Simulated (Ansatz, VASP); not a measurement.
# One calculation of BeTe3, two programs

```
Be Te
1.0
     3.85523    0.00000    0.00000
     0.00000    3.85523    0.00000
     0.00000    0.00000   16.38554
Be Te
2 6
Direct
  0.00000 0.50000 0.09020
  0.50000 0.00000 0.90980
  0.50000 0.50000 0.17812
  0.50000 0.50000 0.82188
  0.00000 0.00000 0.00000
  0.00000 0.50000 0.36315
  0.00000 0.00000 0.50000
  0.50000 0.00000 0.63685
```

Alike in both runs: functional PBE; k mesh 8 × 8 × 2; occupations gaussian, width 0.1 eV; no spin polarisation.

Ansatz relaxed the structure, and its values are those at the end. VASP's run is a single point on that final structure, the one shown.

|  | VASP | Ansatz |
| --- | --- | --- |
| version | VASP 6.6.1 | Ansatz 0.2.0 |
| potentials or method | VASP PAW PBE potentials, release 64 (Be, Te), cutoff 520 eV | scalar-relativistic, plane waves, PAW |
| valence electrons in the cell | 40 | 100 |

|  | VASP | Ansatz | Ansatz less VASP |
| --- | --- | --- | --- |
| gap on the k mesh at the Fermi level (eV) | none | none | - |
| pressure (GPa) | 0.0 | 0.0 | -0.04 |
| rms of the force components (eV/Å) | 0.007 | 0.004 | -0.0030 |

A gap of «none» marks a metal or a gap that the smearing closes. VASP's potentials hold 40 valence electrons a cell and Ansatz's 100, so a difference there can come from the potentials and not from the codes.

Neither program's run includes spin-orbit coupling.
